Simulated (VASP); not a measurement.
Runs of VASP 6.6.1 on CaS. The structure is that of space group Fm-3m (No. 225), or close to it. The cells are those of the table. 

```tsv
task	level	cell	k mesh	cutoff (eV)	gap on the mesh (eV)	pressure (GPa)
single point	PBE	a = 4.021 Å, angles 60.0°, 2 atoms	7 × 7 × 7	500	2.41	1.0
electric field gradients	PBE	a = 4.021, b = 4.021, c = 4.061 Å, angles 59.7, 59.7, 59.3°, 2 atoms	7 × 7 × 7	400	2.36	1.0
single point	revPBE	a = 4.021 Å, angles 60.0°, 2 atoms	7 × 7 × 7	500	(a)	2.6
single point	PBE	a = 4.021, b = 4.021, c = 4.061 Å, angles 59.7, 59.7, 59.3°, 2 atoms	7 × 7 × 7, shifted	500	2.53	(b)
```

Alike in all rows: potentials or basis VASP PAW PBE potentials, release 64 (Ca_sv, S); no spin polarisation; smearing fermi-dirac 0.01 eV.

Problem. Estimate the missing entries.

Solution. (a) 2.50; (b) 0.9.

Caveats: an odd mesh through Γ misses points on the zone boundary, where band edges can lie (at least some runs); the PAW data sets were made with another functional, which shifts forces and pressure a little (at least some runs); a shifted mesh leaves out Γ, where band edges can lie (at least some runs).
